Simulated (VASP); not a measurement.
Write the native input for VASP 6.6.1 that does the following.

* Task: relaxation of cell and atoms
* Functional: PBE
* Potentials or basis: VASP PAW PBE potentials, release 64 (Gd)
* Cutoff: 600 eV
* k mesh: 13 × 13 × 13
* Occupations: fermi-dirac, width 0.05 eV
* Spin: collinear spin, ferromagnetic start
* Starting moments: [7.0] μB
* Dipole correction: no
* Further INCAR settings: ALGO = Normal; EDIFF = 1e-07; IBRION = 2; EDIFFG = -0.005; NSW = 100; ISIF = 3

The structure of Gd lies in POSCAR:

```
Gd
1.0
   -1.9182354071      1.9182354071      1.9182354071
    1.9182354071     -1.9182354071      1.9182354071
    1.9182354071      1.9182354071     -1.9182354071
Gd
1
Direct
    0.0000000000      0.0000000000      0.0000000000
```

This isn't the form of Gd at room conditions, which is hcp.

These files were run (other wordings do the same):

INCAR

```
SYSTEM = Gd
ALGO = Normal
EDIFF = 1E-7
EDIFFG = -0.005
ENCUT = 600
GGA = PE
IBRION = 2
ISIF = 3
ISMEAR = -1
ISPIN = 2
LASPH = .True.
LCHARG = .False.
LMAXMIX = 6
LORBIT = 11
LREAL = .False.
LWAVE = .False.
MAGMOM = 7
NELM = 150
NSW = 100
PREC = Accurate
SIGMA = 0.05
```

KPOINTS

```
k-points
0
Gamma
  13 13 13
  0 0 0
```

Potentials or basis: VASP PAW PBE potentials, release 64 (Gd).

The run is started by

```console
$ cat potpaw_PBE.64/Gd/POTCAR > POTCAR
$ mpirun -np 1 vasp_std > vasp.out
```

It gave:

* Relaxed volume: 33.12 Å³/atom
* Relaxed cell: a = 3.504 Å, b = 3.504 Å, c = 3.504 Å, α = 109.47°, β = 109.47°, γ = 109.47°
* Space group after relaxing (to 0.1 Å): Im-3m (No. 229)
* Energy gained by relaxing: 95.2 meV/atom
* Ionic steps: 3
* Pressure after relaxing: 0.0 GPa
* Net moment: 7.65 μB per cell
* Site moments: Gd +7.01 μB
* Valence electrons inside the program's atomic spheres: Gd 15.20

Caveat: the volume moved by over 15 % at a fixed basis, so the end points are rough; semilocal functionals describe open f shells poorly, which spoils levels, moments and volumes.

Wall time 15 min on 1 thread of Intel Xeon 8259CL, with other jobs on the host, peak memory 0.25 GiB.
